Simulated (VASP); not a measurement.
Here is a VASP 6.6.1 calculation.

Contents of INCAR:

```
SYSTEM = Nd2CdC2
ALGO     = Normal         ! electronic algorithm
EDIFF    = 1E-6           ! SCF threshold, eV
ENCUT    = 600            ! plane-wave cutoff, eV
GGA      = PE             ! functional
GGA_COMPAT= .False.      
ISIF     = 2              ! what is computed and relaxed
ISMEAR   = 0              ! smearing method
LASPH    = .True.         ! aspherical terms in the spheres
LCHARG   = .True.         ! write CHGCAR
LELF     = .True.         ! ELF
LMAXMIX  = 6              ! l up to which the mixer works
LREAL    = .False.        ! projectors in reciprocal space
LVHAR    = .True.       
LWAVE    = .False.        ! write WAVECAR
NBANDS   = 53             ! bands
NELM     = 200            ! most SCF steps
PREC     = Accurate       ! precision mode
SIGMA    = 0.2            ! smearing width, eV
```

The input KPOINTS:

```
k-points
0
Gamma
  6 4 4
  0 0 0
```

Contents of POSCAR:

```
Nd2CdC2
1.0
    0.0000000000      0.0000000000      3.5478415436
    7.2324153323      0.0000000000      0.0000000000
    0.0000000000      7.2324153323      0.0000000000
Nd Cd C
4 2 4
Direct
    0.5000000000      0.8089194106      0.3089194106
    0.5000000000      0.6910805894      0.8089194106
    0.5000000000      0.1910805894      0.6910805894
    0.5000000000      0.3089194106      0.1910805894
    0.0000000000      0.5000000000      0.5000000000
    0.0000000000      0.0000000000      1.0000000000
    0.0000000000      0.4329804465      0.9329804465
    0.0000000000      0.9329804465      0.5670195535
    0.0000000000      0.0670195535      0.4329804465
    0.0000000000      0.5670195535      0.0670195535
```

Potentials or basis: VASP PAW PBE potentials, release 64 (Nd_3, Cd, C), 4f in core.

Run with:

```bash
$ cat potpaw_PBE.64/Nd_3/POTCAR potpaw_PBE.64/Cd/POTCAR potpaw_PBE.64/C/POTCAR > POTCAR
$ mpirun -np 1 vasp_std > vasp.out
```

Problem. Estimate the largest force.

Solution. 0.054 eV/Å.

Problem. Estimate the pressure.

Solution. 0.5 GPa.

Problem. Estimate the band gap on the k mesh.

Solution. Zero (bands 42 and 43 overlap by 0.93 eV).

Forces in eV/Å, atoms in the order of the input:
```
Nd   0.022  0.022  0.000
Nd  -0.022  0.022  0.000
Nd  -0.022 -0.022  0.000
Nd   0.022 -0.022  0.000
Cd   0.000  0.000  0.000
Cd   0.000  0.000  0.000
C   -0.038 -0.038  0.000
C   -0.038  0.038  0.000
C    0.038 -0.038  0.000
C    0.038  0.038  0.000
```

Caveat: spin-orbit coupling is left out, which moves the levels of the heavy elements; the 4f electrons are frozen in the core, so they carry no moment and show no levels. Spin polarisation is off, so any magnetic state and its effect on volume and gap are missing.
